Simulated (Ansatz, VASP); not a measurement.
# Two plane-wave programs on HgH2

```
Hg H
1.0
     3.73628    0.00000    0.00000
     0.00000    3.73628    0.00000
     0.00000    0.00000    3.33142
Hg H
1 2
Direct
  0.50000 0.50000 0.50000
  0.50000 0.00000 0.50000
  0.00000 0.50000 0.50000
```

Alike in both runs: functional PBE; k mesh 12 × 12 × 14; occupations gaussian, width 0.1 eV; no spin polarisation.

Ansatz relaxed the structure, and its values are those at the end. VASP's run is a single point on that final structure, the one shown.

|  | VASP | Ansatz |
| --- | --- | --- |
| version | VASP 6.6.1 | Ansatz 0.2.0 |
| potentials or method | VASP PAW PBE potentials, release 64 (Hg_sv_GW, H), cutoff 500 eV | scalar-relativistic, plane waves, PAW |
| valence electrons in the cell | 22 | 22 |

Ansatz gave:

```
gap on the k mesh at the Fermi level (eV) : none
pressure (GPa)                            : 0.0
```

What did VASP give for the same quantities?

gap on the k mesh at the Fermi level (eV): none; pressure (GPa): -0.8.

A gap of «none» marks a metal or a gap that the smearing closes.

Spin-orbit coupling is off throughout.
